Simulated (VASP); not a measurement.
# SrCdSiS4 (Ama2) in VASP: single point with PBE

Aim: the single point of SrCdSiS4 with PBE.

All numbers are computed with VASP 6.6.1; they aren't measurements. Logs are shortened: lines on timing, memory, paths and dates and some standing lists are left out, and cuts for length are marked.

## Step 1: The cell of the first run

Symmetry: Ama2, No. 40, orthorhombic system. Conventional cell: a = 10.471 Å, b = 10.290 Å, c = 6.425 Å, α = 90.00°, β = 90.00°, γ = 90.00°. Within 4.0 Å of Sr (site symmetry 2) lie 8 S at 3.06 to 3.20 Å and 2 Si at 3.90 Å. Cd (site symmetry m) has 4 S at 2.48 to 2.64 Å and 1 Si at 3.14 Å within 3.3 Å. Within 2.8 Å of Si (site symmetry m) lie 4 S at 2.13 to 2.17 Å. S (site symmetry 1) has 1 Si at 2.15 Å and 1 Cd at 2.62 Å within 2.9 Å. S (site symmetry m) has 1 Si at 2.17 Å and 1 Cd at 2.48 Å within 2.9 Å. S (site symmetry m) has 1 Si at 2.13 Å and 1 Cd at 2.64 Å within 2.8 Å.

## Step 2: Single point, PBE

File INCAR:

```
PREC     = Accurate       # precision mode
ENCUT    = 520            # plane-wave cutoff, eV
EDIFF    = 1E-7           # SCF threshold, eV
ISMEAR   = 0              # smearing method
SIGMA    = 0.02           # smearing width, eV
LREAL    = False          # projectors in reciprocal space
LASPH    = True           # aspherical terms in the spheres
NELM     = 100            # most SCF steps
ALGO     = Normal         # electronic algorithm
ISIF     = 2              # what is computed and relaxed
LWAVE    = False          # write WAVECAR
LCHARG   = True           # write CHGCAR
GGA      = PE             # functional
LELF     = True           # ELF
LVHAR    = True         
NBANDS   = 63             # bands
```

File KPOINTS:

```
regular mesh
0
Gamma
  4 4 4
```

File POSCAR:

```
SrCdSiS4
1.0
   10.4712346607      0.0000000000      0.0000000000
    0.0000000000      5.1447776268      3.2124113946
    0.0000000000     -5.1447776268      3.2124113946
Sr Cd Si S
2 2 2 8
Direct
    0.0000000000     -0.0016514624     -0.0016514624
    0.5000000000     -0.0016514624     -0.0016514624
    0.7500000000      0.2768296755      0.6032708337
    0.2500000000      0.6032708337      0.2768296755
    0.7500000000      0.7084507872      0.2704848776
    0.2500000000      0.2704848776      0.7084507872
    0.4149286486      0.4619182001      0.9167731629
    0.5850713514      0.9167731629      0.4619182001
    0.0850713514      0.4619182001      0.9167731629
    0.9149286486      0.9167731629      0.4619182001
    0.7500000000      0.7119736260      0.9147096271
    0.2500000000      0.9147096271      0.7119736260
    0.7500000000      0.3305680735      0.1940326984
    0.2500000000      0.1940326984      0.3305680735
```

Potentials or basis: VASP PAW PBE potentials, release 64 (Sr_sv, Cd, Si, S).

Command:

```console
$ cat potpaw_PBE.64/Sr_sv/POTCAR potpaw_PBE.64/Cd/POTCAR potpaw_PBE.64/Si/POTCAR potpaw_PBE.64/S/POTCAR > POTCAR
$ mpirun -np 1 vasp_std > vasp.out
```

OUTCAR:

```text
PREC = Accurate
   ENCUT = 520
   EDIFF = 1E-7
   ISMEAR = 0
   LREAL = False
   LASPH = True
   NELM = 100
   ISIF = 2
   GGA = PE

 ion  position               nearest neighbor table
   1  0.000  0.998  0.998-  11 3.06  12 3.06   9 3.19  10 3.19  10 3.20   9 3.20  13 3.20  14 3.20
                             5 3.90   6 3.90   4 4.21   3 4.21   3 4.36   4 4.36
   2  0.500  0.998  0.998-  11 3.06  12 3.06   7 3.19   8 3.19   8 3.20   7 3.20  13 3.20  14 3.20
                             5 3.90   6 3.90   4 4.21   3 4.21   3 4.36   4 4.36
   3  0.750  0.277  0.603-  11 2.48  10 2.62   8 2.62  13 2.64   5 3.14   2 4.21   1 4.21   2 4.36
                             1 4.36
   4  0.250  0.603  0.277-  12 2.48   9 2.62   7 2.62  14 2.64   6 3.14   1 4.21   2 4.21   2 4.36
                             1 4.36
   5  0.750  0.708  0.270-  13 2.13  10 2.15   8 2.15  11 2.17   3 3.14   1 3.90   2 3.90
   6  0.250  0.270  0.708-  14 2.13   9 2.15   7 2.15  12 2.17   4 3.14   1 3.90   2 3.90
   7  0.415  0.462  0.917-   6 2.15   4 2.62   2 3.19   2 3.20
   8  0.585  0.917  0.462-   5 2.15   3 2.62   2 3.19   2 3.20
   9  0.085  0.462  0.917-   6 2.15   4 2.62   1 3.19   1 3.20
  10  0.915  0.917  0.462-   5 2.15   3 2.62   1 3.19   1 3.20
  11  0.750  0.712  0.915-   5 2.17   3 2.48   1 3.06   2 3.06
  12  0.250  0.915  0.712-   6 2.17   4 2.48   1 3.06   2 3.06
  13  0.750  0.331  0.194-   5 2.13   3 2.64   1 3.20   2 3.20
  14  0.250  0.194  0.331-   6 2.13   4 2.64   1 3.20   2 3.20

  LATTYP: Found a base centered orthorhombic cell.
 ALAT       =     6.4248227892
 B/A-ratio  =     1.6015313716
 C/A-ratio  =     1.6298091020

  Lattice vectors:

 A1 = (   0.0000000000,   5.1447776268,   3.2124113946)
 A2 = (   0.0000000000,  -5.1447776268,   3.2124113946)
 A3 = (  10.4712346607,   0.0000000000,   0.0000000000)

Analysis of symmetry for initial positions (statically):
=====================================================================
 Subroutine PRICEL returns:
 Original cell was already a primitive cell.

 Routine SETGRP: Setting up the symmetry group for a
 base centered orthorhombic supercell.

 Subroutine GETGRP returns: Found  4 space group operations
 (whereof  2 operations were pure point group operations)
 out of a pool of  8 trial point group operations.

The static configuration has the point symmetry C_2 .
 The point group associated with its full space group is C_2v.

Analysis of symmetry for dynamics (positions and initial velocities):
=====================================================================
 Subroutine PRICEL returns:
 Original cell was already a primitive cell.

[... 146 lines left out ...]
   IMIX   =      4    mixing-type and parameters
     AMIX     =   0.40;   BMIX     =  1.00
     AMIX_MAG =   1.60;   BMIX_MAG =  1.00
  volume/ion in A,a.u.               =      24.72       166.84
  Fermi-wavevector in a.u.,A,eV,Ry     =   1.082263  2.045181 15.936421  1.171294
  Thomas-Fermi vector in A             =   2.218300
   LORBIT       =      0    0 simple, 1 ext, 2 COOP (PROOUT), +10 PAW based schemes
   GGA     = PE    functional components
   LHFCALC =     F    Hartree Fock is set to
   AEXX    =    0.0000 exact exchange contribution
   IVDW    =     0    specifies the selected vdW correction
   LEPSILON=     F    determine dielectric tensor
   LRPA    =     F    only Hartree local field effects (RPA)
 non-spin polarized calculation
 Gauss-broadening in eV      SIGMA  =   0.02
  energy-cutoff  :      520.00
  volume of cell :      346.12
 maximum number of plane-waves:      9346
 NGX is ok and might be reduce to    80
   NGX = 39   NGY = 23   NGZ = 23

 number of electron     100.0000009 magnetization

 Free energy of the ion-electron system (eV)
  ---------------------------------------------------
  ext. energy  EPLUGINS =         0.00000000
  ---------------------------------------------------
  free energy    TOTEN  =       -64.43399203 eV

  energy without entropy =      -64.43399203  energy(sigma->0) =      -64.43399203

 E-fermi :   2.3431     XC(G=0):  -8.8937

 val. band max:        2.2336063062   @ k =   0.0000   0.5000   0.5000
 cond. band min:       4.9470375358   @ k =   0.0000   0.0000   0.0000
 fundamental gap:      2.7134312297
 Fermi energy:         2.3430727769

 k-point     1 :       0.0000    0.0000    0.0000
  band No.  band energies     occupation
      1     -31.9482      2.00000
      2     -31.9478      2.00000
      3     -14.0268      2.00000
      4     -13.9949      2.00000
      5     -13.9836      2.00000
      6     -13.9502      2.00000
[... 1354 lines left out ...]
     61       7.5040      0.00000
     62       7.5040      0.00000
 [bands above 62 left out]

------------------------ aborting loop because EDIFF is reached ----------------------------------------

  FORCE on cell =-STRESS in cart. coord.  units (eV):
  Direction    XX          YY          ZZ          XY          YZ          ZX
  --------------------------------------------------------------------------------------
  -------------------------------------------------------------------------------------
  Total        0.0819831      0.0781530      0.1598010      0.0000000      0.0000000      0.0000000
  in kB        0.3794976      0.3617682      0.7397151      0.0000000      0.0000000      0.0000000
  external PRESSURE =       0.4936603 kB  Pullay stress =       0.0000000 kB

 VOLUME and BASIS-vectors are now :
 -----------------------------------------------------------------------------
  energy-cutoff  :      520.00
  volume of cell :      346.12
      direct lattice vectors                 reciprocal lattice vectors
    10.471234661  0.000000000  0.000000000     0.095499722  0.000000000  0.000000000
     0.000000000  5.144777627  3.212411395     0.000000000  0.097185930  0.155646316
     0.000000000 -5.144777627  3.212411395     0.000000000 -0.097185930  0.155646316

 POSITION                                       TOTAL-FORCE (eV/Angst)
 -----------------------------------------------------------------------------------
      0.00000      0.00000      6.41421         0.000000      0.000000      0.000197
      5.23562      0.00000      6.41421         0.000000      0.000000      0.000197
      7.85343     -1.67947      2.82724         0.000000     -0.001453      0.000871
      2.61781      1.67947      2.82724         0.000000      0.001453      0.000871
      7.85343      2.25324      3.14474         0.000000      0.002339      0.002453
      2.61781     -2.25324      3.14474         0.000000     -0.002339      0.002453
      4.34482     -2.34013      4.42892        -0.005491      0.015620     -0.034098
      6.12642      2.34013      4.42892         0.005491     -0.015620     -0.034098
      0.89080     -2.34013      4.42892         0.005491      0.015620     -0.034098
      9.58043      2.34013      4.42892        -0.005491     -0.015620     -0.034098
      7.85343     -1.04303      5.22558         0.000000     -0.017048      0.046064
      2.61781      1.04303      5.22558        -0.000000      0.017048      0.046064
      7.85343      0.70244      1.68523         0.000000      0.043354      0.018610
      2.61781     -0.70244      1.68523         0.000000     -0.043354      0.018610
 -----------------------------------------------------------------------------------
    total drift:                               -0.000000      0.000001     -0.000311

  FREE ENERGIE OF THE ION-ELECTRON SYSTEM (eV)
  ---------------------------------------------------
  free  energy   TOTEN  =       -64.4339920309 eV

  energy  without entropy=      -64.4339920309  energy(sigma->0) =      -64.43399203
```

stdout:

```text
POSCAR found type information on POSCAR SrCdSiS
 POSCAR found :  4 types and      14 ions
 scaLAPACK will be used
 LDA part: xc-table for (Slater+PW92), standard interpolation
 POSCAR, INCAR and KPOINTS ok, starting setup
 FFT: planning ... GRIDC
 FFT: planning ... GRID_SOFT
 FFT: planning ... GRID
 WAVECAR not read
 entering main loop
```

Run time: 15 min. Hardware: 1 thread of Intel Xeon 8259CL, shared host; peak memory 0.73 GiB.

Results:

```
Free energy            : -64.4340 eV
Pressure               : 0.0 GPa
Largest force          : 0.049 eV/Å
Band gap on the k mesh : 2.71 eV (least direct gap 2.94 eV)
```

Forces on the atoms (eV/Å):
```
Sr   0.000  0.000  0.000
Sr   0.000  0.000  0.000
Cd   0.000 -0.001  0.001
Cd   0.000  0.001  0.001
Si   0.000  0.002  0.002
Si   0.000 -0.002  0.002
S   -0.005  0.016 -0.034
S    0.005 -0.016 -0.034
S    0.005  0.016 -0.034
S   -0.005 -0.016 -0.034
S    0.000 -0.017  0.046
S    0.000  0.017  0.046
S    0.000  0.043  0.019
S    0.000 -0.043  0.019
```

Levels at points of the mesh, in eV from the valence-band top:
```
           k point  band 46  band 47  band 48  band 49  band 50  band 51  band 52  band 53  band 54  band 55
(0.00, 0.00, 0.00)    -0.76    -0.49    -0.49    -0.44    -0.37     2.71     3.54     3.93     3.96     4.44
(0.50, 0.00, 0.00)    -0.86    -0.68    -0.68    -0.50    -0.50     3.25     3.25     4.01     4.01     4.36
(0.00, 0.50, 0.00)    -0.79    -0.77    -0.65    -0.50    -0.36     2.87     3.44     3.98     4.05     4.32
(0.50, 0.50, 0.00)    -0.91    -0.84    -0.63    -0.45    -0.36     2.98     3.46     3.86     4.09     4.44
(0.00, 0.50, 0.50)    -0.62    -0.31    -0.31    -0.10     0.00     2.94     3.55     3.97     4.13     4.32
(0.50, 0.50, 0.50)    -0.73    -0.50    -0.50    -0.13    -0.13     3.31     3.31     4.17     4.17     4.37
```
